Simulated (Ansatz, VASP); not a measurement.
# One calculation of V, two programs

File INCAR:

```
SYSTEM = V
  PREC = Accurate
  ENCUT = 520
  EDIFF = 1E-6
  ISMEAR = -1
  SIGMA = 0.05
  LREAL = .FALSE.
  LASPH = .TRUE.
  NELM = 150
  ALGO = Normal
  ISIF = 2
  LWAVE = .FALSE.
  LCHARG = .FALSE.
  ISPIN = 2
  MAGMOM = 4
  LORBIT = 11
  NUPDOWN = 4.0
  LMAXMIX = 4
  GGA = PE
  NBANDS = 16
```

File KPOINTS:

```
Automatic mesh
0
G
  10 10 10
  0 0 0
```

Contents of POSCAR:

```
V
1.0
   -1.5143500000      1.5143500000      1.5143500000
    1.5143500000     -1.5143500000      1.5143500000
    1.5143500000      1.5143500000     -1.5143500000
V
1
Direct
    0.0000000000      0.0000000000      0.0000000000
```

input.yaml

```yaml
crystal:
  lattice:
    - [-1.51435, 1.51435, 1.51435]
    - [1.51435, -1.51435, 1.51435]
    - [1.51435, 1.51435, -1.51435]
  atoms:
    - { symbol: V, position: [0.0, 0.0, 0.0], spin: 4.0 }
hamiltonian:
  xc: pbe
  pseudopotentials: { kind: paw }
magnetization:
  spin_polarized: true
  initial_magnetization: 4.0
  spin_locking: { lock_magnetization: hard }
kpoints:
  mp_grid: { grid: [10, 10, 10] }
scf:
  occupations: { method: fermi_dirac, width: 0.05 }
  lower_state_search: "off"
output:
  forces: true
  stress: true
  eigenvalues: true
```

Alike in both runs: task single point; functional PBE; k mesh 10 × 10 × 10; occupations fermi-dirac, width 0.05 eV; collinear spin; fixed moment 4 μB.

|  | VASP | Ansatz |
| --- | --- | --- |
| version | VASP 6.6.1 | Ansatz 0.2.0 |
| potentials or method | VASP PAW PBE potentials, release 64 (V_sv) | Ansatz PAW |
| plane-wave cutoff (eV) | 520 | 420 |
| valence electrons in the cell | 13 | 13 |

```tsv
	VASP	Ansatz	Ansatz less VASP
net moment per atom (μB)	4.00	4.00	0.000
size of the moment on the site where the two differ most (μB)	3.29	3.12	-0.169
```

Site moments also hang on the region over which each program counts them. With one functional, cell and mesh, what is left measures potentials, basis and numerics.
